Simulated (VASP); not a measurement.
Here is a VASP 6.6.1 calculation.

INCAR

```
PREC = Accurate ; ENCUT = 520
EDIFF = 1E-6 ; ISMEAR = 0
SIGMA = 0.02 ; LREAL = Auto
LASPH = T ; NELM = 60
ALGO = Normal ; ISIF = 2
LWAVE = F ; LCHARG = F
GGA = PE ; NBANDS = 48
```

Contents of KPOINTS:

```
regular mesh
0
Gamma
  2 2 2
```

Contents of POSCAR:

```
Si
1.0
    0.0000000000      5.4300000000      5.4300000000
    5.4300000000      0.0000000000      5.4300000000
    5.4300000000      5.4300000000      0.0000000000
Si
17
Direct
   -0.0103969613     -0.0022387661     -0.0027743094
    0.0622388582      0.1459788214      0.1454440147
   -0.0103970534     -0.0022388582      0.5145158379
    0.1357584715      0.1099523941      0.6266973297
   -0.0103968692      0.5150504604     -0.0027740331
    0.1357579190      0.6272328729      0.1094170350
    0.0631829650      0.4789978821      0.4784623389
    0.1357580110      0.6272327808      0.6266976059
    0.4418065378      0.0194560773      0.0189218232
    0.6179006446      0.1154253223      0.1148910681
    0.5074791897     -0.0263987109      0.5090134438
    0.6179005525      0.1154257827      0.6508891344
    0.5074788214      0.5095476980     -0.0269329650
    0.6179006446      0.6514232965      0.1148914365
    0.5074790055      0.5095467772      0.5090128913
    0.6835828729      0.6055305709      0.6049963168
    0.5626786372      0.3124983425      0.3119637201
```

Potentials or basis: VASP PAW PBE potentials, release 64 (Si).

Launch:

```sh
$ cat potpaw_PBE.64/Si/POTCAR > POTCAR
$ mpirun -np 1 vasp_std > vasp.out
```

(1) Estimate the largest force.

(2) Estimate the band gap on the k mesh.

(3) Predict the pressure.

Results:

(1) 0.009 eV/Å.

(2) 0.09 eV.

(3) 4.6 GPa.

Caveat: the k points lie up to 0.50 Å⁻¹ apart.
